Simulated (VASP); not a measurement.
AlGa3P4, 8 atoms in the cell. Symmetry: P-4m2, No. 115, tetragonal system. Conventional cell: a = 3.913 Å, b = 3.913 Å, c = 10.921 Å, α = 90.00°, β = 90.00°, γ = 90.00°. Al (site symmetry -4m2) has 4 P at 2.38 Å within 3.1 Å. Ga (site symmetry 2mm) has 4 P at 2.39 Å within 3.2 Å. Ga (site symmetry -4m2) has 4 P at 2.39 Å within 3.2 Å. P (site symmetry 2mm) has 4 Ga at 2.39 Å within 3.2 Å. P (site symmetry 2mm) has 2 Al at 2.38 Å and 2 Ga at 2.39 Å within 3.1 Å. 

| Quantity | Value |
| --- | --- |
| Program | VASP 6.6.1 |
| Task | single point |
| Functional | PBE |
| Potentials or basis | VASP PAW PBE potentials, release 64 (Al, Ga_d, P) |
| Cutoff | 520 eV |
| k mesh | 4 × 4 × 2 |
| Occupations | gaussian, width 0.1 eV |
| Spin | no spin polarisation |
| Dipole correction | no |
| Further INCAR settings | ALGO = Normal; EDIFF = 1e-06; NBANDS = 41 |

Potentials or basis: VASP PAW PBE potentials, release 64 (Al, Ga_d, P).

The run is started by

```sh
$ cat potpaw_PBE.64/Al/POTCAR potpaw_PBE.64/Ga_d/POTCAR potpaw_PBE.64/P/POTCAR > POTCAR
$ mpirun -np 1 vasp_std > vasp.out
```

Hardware: 1 thread of AMD EPYC 7R43 64-Core Processor (Zen 3), with other jobs on the host.

How long does it take, and how much memory?

It took 75 s on 1 thread of AMD EPYC 7R43 64-Core Processor (Zen 3), with other jobs on the host, peak memory 0.25 GiB. Counts: scf iterations 15, k points 12.
